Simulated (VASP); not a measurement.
# Al3Cu2 (P-3m1) in VASP: a series of runs, part 2 of 2

VASP 6.6.1. Earlier steps stand in the parts before.

**3. Single point, PBEsol**

This run uses another cell than the first one, of 13.29 Å³/atom.

INCAR

```
SYSTEM = Al3Cu2
ALGO = Fast ; EDIFF = 1E-6
ENCUT = 520 ; GGA = PS
ISIF = 2 ; ISMEAR = 0
LASPH = .True. ; LCHARG = .True.
LELF = .True. ; LREAL = .False.
LVHAR = .True. ; LWAVE = .False.
NBANDS = 24 ; NELM = 80
PREC = Accurate ; SIGMA = 0.1
```

KPOINTS

```
k-points
0
Gamma
  12 12 8
  0 0 0
```

POSCAR

```
Al3Cu2
1.0
    3.9798252437      0.0000000000      0.0000000000
   -1.9899126219      3.4466297637      0.0000000000
    0.0000000000      0.0000000000      4.8454460854
Al Cu
3 2
Direct
    0.0000000000      0.0000000000      0.0000000000
    0.3333333333      0.6666666667      0.3528294551
    0.6666666667      0.3333333333      0.6471705449
    0.3333333333      0.6666666667      0.8434234734
    0.6666666667      0.3333333333      0.1565765266
```

Potentials or basis: VASP PAW PBE potentials, release 64 (Al, Cu).

The run is started by

```sh
$ cat potpaw_PBE.64/Al/POTCAR potpaw_PBE.64/Cu/POTCAR > POTCAR
$ mpirun -np 1 vasp_std > vasp.out
```

It took 2 min on 1 thread of Intel Xeon 6975P-C (Granite Rapids), shared host; peak memory 0.3 GiB.

Results (log left out):

| Property | Result |
| --- | --- |
| Free energy | -21.4988 eV |
| Pressure | 12.4 GPa |
| Band gap on the k mesh | zero (an odd number of electrons rules out a gap without spin polarisation) |

Forces on the atoms (eV/Å):
```
Al   0.000  0.000  0.000
Al   0.000  0.000  0.002
Al   0.000  0.000 -0.002
Cu   0.000  0.000  0.003
Cu   0.000  0.000 -0.003
```

Levels at points of the mesh, in eV from the Fermi level:
```
           k point  band 11  band 12  band 13  band 14  band 15  band 16  band 17  band 18  band 19  band 20
(0.00, 0.00, 0.00)    -4.46    -3.93    -3.91    -0.28    -0.28     1.40     1.40     2.98     3.23     5.70
(0.50, 0.00, 0.00)    -4.61    -4.41    -3.31    -3.24    -2.77    -0.72     0.18     0.33     3.16     3.95
(0.00, 0.00, 0.50)    -4.50    -4.50     1.23     1.23     1.26     1.26     1.73     2.64     2.64     2.70
(0.50, 0.00, 0.50)    -4.63    -4.53    -4.44    -3.75    -1.94    -0.21     0.77     1.18     5.30     5.73
```

Caveat: the cell stands under pressure; the PAW data sets were made with another functional, which shifts forces and pressure a little.

**4. Single point, PBEsol**

This run uses another cell than the first one, of 14.02 Å³/atom.

INCAR

```
ALGO     = Fast           # electronic algorithm
EDIFF    = 1E-6           # SCF threshold, eV
ENCUT    = 520            # plane-wave cutoff, eV
GGA      = PS             # functional
ISIF     = 2              # what is computed and relaxed
ISMEAR   = 0              # smearing method
LASPH    = T              # aspherical terms in the spheres
LCHARG   = T              # write CHGCAR
LELF     = T              # ELF
LREAL    = F              # projectors in reciprocal space
LVHAR    = T            
LWAVE    = F              # write WAVECAR
NBANDS   = 24             # bands
NELM     = 60             # most SCF steps
PREC     = Accurate       # precision mode
SIGMA    = 0.1            # smearing width, eV
```

KPOINTS

```
k-points
0
Gamma
  12 12 8
```

POSCAR

```
Al3Cu2
1.0
    4.0528232454      0.0000000000      0.0000000000
   -2.0264116227      3.5098478876      0.0000000000
    0.0000000000      0.0000000000      4.9292538072
Al Cu
3 2
Direct
    0.0000000000      0.0000000000      0.0000000000
    0.3333333333      0.6666666667      0.3518272252
    0.6666666667      0.3333333333      0.6481727748
    0.3333333333      0.6666666667      0.8425221530
    0.6666666667      0.3333333333      0.1574778470
```

The run is started by

```sh
$ cat potpaw_PBE.64/Al/POTCAR potpaw_PBE.64/Cu/POTCAR > POTCAR
$ mpirun -np 1 vasp_std > vasp.out
```

Run time: 2.7 min. Hardware: 1 thread of Intel Xeon 6975P-C (Granite Rapids), shared host; peak memory 0.31 GiB.

Results (log left out):

- Free energy: -21.6853 eV
- Pressure: 4.6 GPa
- Largest force: 0.008 eV/Å
- Band gap on the k mesh: zero (an odd number of electrons rules out a gap without spin polarisation)

Forces on the atoms (eV/Å):
```
Al   0.000  0.000  0.000
Al   0.000  0.000  0.008
Al   0.000  0.000 -0.008
Cu   0.000  0.000  0.004
Cu   0.000  0.000 -0.004
```

Levels at points of the mesh, in eV from the Fermi level:
| k point | band 12 | band 13 | band 14 | band 15 | band 16 | band 17 | band 18 | band 19 |
| --- | --- | --- | --- | --- | --- | --- | --- | --- |
| (0.00, 0.00, 0.00) | -3.77 | -3.74 | -0.23 | -0.23 | 1.35 | 1.35 | 2.68 | 3.00 |
| (0.50, 0.00, 0.00) | -4.22 | -3.16 | -3.08 | -2.65 | -0.74 | 0.01 | 0.35 | 3.08 |
| (0.00, 0.00, 0.50) | -4.30 | 1.20 | 1.20 | 1.29 | 1.29 | 1.78 | 2.49 | 2.49 |
| (0.50, 0.00, 0.50) | -4.33 | -4.25 | -3.61 | -1.84 | -0.19 | 0.75 | 1.02 | 5.20 |

Caveat: the cell stands under pressure; the PAW data sets were made with another functional, which shifts forces and pressure a little.

**5. Single point, PBEsol**

This run uses another cell than the first one, of 14.36 Å³/atom.

INCAR

```
SYSTEM = Al3Cu2
ALGO = Fast
EDIFF = 1E-6
ENCUT = 520
GGA = PS
ISIF = 2
ISMEAR = 0
LASPH = .TRUE.
LCHARG = .FALSE.
LREAL = .FALSE.
LWAVE = .FALSE.
NBANDS = 24
NELM = 100
PREC = Accurate
SIGMA = 0.1
```

KPOINTS

```
k-points
0
G
  12 12 8
  0 0 0
```

POSCAR

```
Al3Cu2
1.0
    4.0857903192      0.0000000000      0.0000000000
   -2.0428951596      3.5383982110      0.0000000000
    0.0000000000      0.0000000000      4.9670485692
Al Cu
3 2
Direct
    0.0000000000      0.0000000000      0.0000000000
    0.3333333333      0.6666666667      0.3515608211
    0.6666666667      0.3333333333      0.6484391789
    0.3333333333      0.6666666667      0.8423391516
    0.6666666667      0.3333333333      0.1576608484
```

The run is started by

```sh
$ cat potpaw_PBE.64/Al/POTCAR potpaw_PBE.64/Cu/POTCAR > POTCAR
$ mpirun -np 1 vasp_std > vasp.out
```

Wall time 2.5 min (1 thread of Intel Xeon 6975P-C (Granite Rapids), shared host); peak memory 0.32 GiB.

It converged, with:

- Free energy: -21.7155 eV
- Pressure: 1.4 GPa
- Largest force: 0.005 eV/Å
- Band gap on the k mesh: zero (an odd number of electrons rules out a gap without spin polarisation)

Forces in eV/Å, atoms in the order of the input:
```
Al   0.000  0.000  0.000
Al   0.000  0.000  0.005
Al   0.000  0.000 -0.005
Cu   0.000  0.000  0.001
Cu   0.000  0.000 -0.001
```

Levels at points of the mesh, in eV from the Fermi level:
| k point | band 13 | band 14 | band 15 | band 16 | band 17 | band 18 |
| --- | --- | --- | --- | --- | --- | --- |
| (0.00, 0.00, 0.00) | -3.67 | -0.21 | -0.21 | 1.34 | 1.34 | 2.55 |
| (0.50, 0.00, 0.00) | -3.09 | -3.01 | -2.60 | -0.74 | -0.06 | 0.36 |
| (0.00, 0.00, 0.50) | 1.20 | 1.20 | 1.31 | 1.31 | 1.80 | 2.43 |
| (0.50, 0.00, 0.50) | -4.16 | -3.55 | -1.79 | -0.18 | 0.74 | 0.96 |

Caveat: the PAW data sets were made with another functional, which shifts forces and pressure a little.

**6. Single point, PBEsol**

This run uses another cell than the first one, of 14.63 Å³/atom.

INCAR

```
ALGO = Fast ; EDIFF = 1E-6
ENCUT = 520 ; GGA = PS
ISIF = 2 ; ISMEAR = 0
LASPH = True ; LCHARG = False
LREAL = False ; LWAVE = False
NBANDS = 24 ; NELM = 80
PREC = Accurate ; SIGMA = 0.1
```

KPOINTS

```
k-points
0
Gamma
  12 12 8
```

POSCAR

```
Al3Cu2
1.0
    4.1113420988      0.0000000000      0.0000000000
   -2.0556710494      3.5605267012      0.0000000000
    0.0000000000      0.0000000000      4.9963568602
Al Cu
3 2
Direct
    0.0000000000      0.0000000000      0.0000000000
    0.3333333333      0.6666666667      0.3513790096
    0.6666666667      0.3333333333      0.6486209904
    0.3333333333      0.6666666667      0.8422254115
    0.6666666667      0.3333333333      0.1577745885
```

Potentials or basis: VASP PAW PBE potentials, release 64 (Al, Cu).

The run is started by

```sh
$ cat potpaw_PBE.64/Al/POTCAR potpaw_PBE.64/Cu/POTCAR > POTCAR
$ mpirun -np 1 vasp_std > vasp.out
```

It took 2 min on 1 thread of Intel Xeon 6975P-C (Granite Rapids), shared host; peak memory 0.33 GiB.

Results (log left out):

```
Free energy            : -21.7185 eV
Pressure               : -0.4 GPa
Band gap on the k mesh : zero (an odd number of electrons rules out a gap without spin polarisation)
```

Forces in eV/Å, atoms in the order of the input:
```
Al   0.000  0.000  0.000
Al   0.000  0.000  0.003
Al   0.000  0.000 -0.003
Cu   0.000  0.000 -0.002
Cu   0.000  0.000  0.002
```

Levels at points of the mesh, in eV from the Fermi level:
| k point | band 11 | band 12 | band 13 | band 14 | band 15 | band 16 | band 17 | band 18 | band 19 | band 20 |
| --- | --- | --- | --- | --- | --- | --- | --- | --- | --- | --- |
| (0.00, 0.00, 0.00) | -4.10 | -3.64 | -3.61 | -0.19 | -0.19 | 1.33 | 1.33 | 2.45 | 2.83 | 5.31 |
| (0.50, 0.00, 0.00) | -4.24 | -4.06 | -3.03 | -2.95 | -2.55 | -0.74 | -0.11 | 0.38 | 3.04 | 3.76 |
| (0.00, 0.00, 0.50) | -4.14 | -4.14 | 1.19 | 1.19 | 1.33 | 1.33 | 1.82 | 2.39 | 2.39 | 2.46 |
| (0.50, 0.00, 0.50) | -4.26 | -4.17 | -4.09 | -3.49 | -1.75 | -0.17 | 0.73 | 0.92 | 5.11 | 5.32 |

Caveat: the PAW data sets were made with another functional, which shifts forces and pressure a little.

**7. Summary**

| cell | gap on the mesh (eV) | pressure (GPa) | largest force (eV/Å) |
| --- | --- | --- | --- |
| a = 3.889, b = 3.889, c = 4.739 Å, angles 90.0, 90.0, 120.0°, 5 atoms, atomic positions A | none | 25.3 | - |
| a = 3.980, b = 3.980, c = 4.845 Å, angles 90.0, 90.0, 120.0°, 5 atoms, atomic positions A | none | 12.4 | - |
| a = 4.053, b = 4.053, c = 4.929 Å, angles 90.0, 90.0, 120.0°, 5 atoms, atomic positions B | none | 4.6 | 0.01 |
| a = 4.086, b = 4.086, c = 4.967 Å, angles 90.0, 90.0, 120.0°, 5 atoms, atomic positions B | none | 1.4 | 0.01 |
| a = 4.111, b = 4.111, c = 4.996 Å, angles 90.0, 90.0, 120.0°, 5 atoms, atomic positions B | none | -0.4 | - |

Alike in all rows: task single point; level PBEsol; potentials or basis VASP PAW PBE potentials, release 64 (Al, Cu); no spin polarisation; k mesh 12 × 12 × 8; cutoff (eV) 520; smearing gaussian 0.1 eV.

Caveats: the PAW data sets were made with another functional, which shifts forces and pressure a little; the cell stands under pressure (at least some runs).

Absolute energies hang on the potentials; compare differences alone.
